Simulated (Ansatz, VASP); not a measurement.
## Bi2Te3: VASP beside Ansatz

```
CELL_PARAMETERS angstrom
2.17665 1.25669 9.95744
-2.17665 1.25669 9.95744
0.00000 -2.51338 9.95744
ATOMIC_POSITIONS crystal
Bi 0.40025 0.40025 0.40025
Bi 0.59975 0.59975 0.59975
Te 0.00000 0.00000 0.00000
Te 0.20899 0.20899 0.20899
Te 0.79101 0.79101 0.79101
```

Alike in both runs: functional LDA; k mesh 9 × 9 × 9; occupations gaussian, width 0.05 eV; no spin polarisation.

Ansatz relaxed the structure, and its values are those at the end. VASP's run is a single point on that final structure, the one shown.

|  | VASP | Ansatz |
| --- | --- | --- |
| version | VASP 6.6.1 | Ansatz 0.2.0 |
| potentials or method | VASP PAW LDA potentials, release 64 (Bi_d, Te) | scalar-relativistic, plane waves, PAW |
| plane-wave cutoff (eV) | 520 | 420 |
| valence electrons in the cell | 48 | 78 |

```csv
,VASP,Ansatz,Ansatz less VASP
gap on the k mesh at the Fermi level (eV),0.14,0.15,+0.014
least direct gap on the mesh (eV),0.14,0.15,+0.014
pressure (GPa),0.1,0.0,-0.12
rms of the force components (eV/Å),0.015,0.000,-0.0143
```

LDA's correlation is that of Perdew and Zunger in VASP and of Perdew and Wang (1992) in Ansatz. VASP's potentials hold 48 valence electrons a cell and Ansatz's 78, so a difference there can come from the potentials and not from the codes.

Spin-orbit coupling is off throughout.
